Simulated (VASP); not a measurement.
Runs of VASP 6.6.1 on Mg4Br. The structure is that of space group P4/mmm (No. 123), or close to it. The cells are those of the table. 

| task | cell | k mesh | cutoff (eV) | gap on the mesh (eV) | pressure (GPa) | relaxed volume (Å³/atom) | largest force (eV/Å) |
| --- | --- | --- | --- | --- | --- | --- | --- |
| relaxation of cell and atoms | relaxed from a = 4.254, b = 4.254, c = 3.497 Å, 5 atoms | 4 × 4 × 6 | 600 | none | -0.1 | (a) | 0.03 |
| single point | a = 4.254, b = 4.254, c = 3.497 Å, 5 atoms | 4 × 4 × 6 | 520 | none | 154.0 | - | 47.25 |
| relaxation of cell and atoms | relaxed from a = 7.098, b = 7.098, c = 3.024 Å, 5 atoms | 6 × 6 × 12 | 600 | none | 0.0 | 30.54 | 0.01 |
| single point | a = 7.098, b = 7.098, c = 3.024 Å, 5 atoms | 4 × 4 × 6 | 520 | none | 0.0 | - | - |
| single point | a = 7.054, b = 7.054, c = 3.081 Å, 5 atoms | 6 × 6 × 12 | 520 | none | -0.1 | - | 0.01 |

Alike in all rows: level PBE; potentials or basis VASP PAW PBE potentials, release 64 (Mg, Br); no spin polarisation; smearing gaussian 0.1 eV.

Problem. Fill in the values left out.

Solution. (a) 30.47.

Caveats: some runs use coarse meshes; an odd number of electrons without spin polarisation forces a metal; a magnetic or distorted state may lie lower; the volume moved by over 15 % at a fixed basis, so the end points are rough (some runs).

A k mesh can miss the band edges, and the runs leave out spin-orbit coupling on Br.

A gap of «none» marks levels without a gap at the run's occupations.
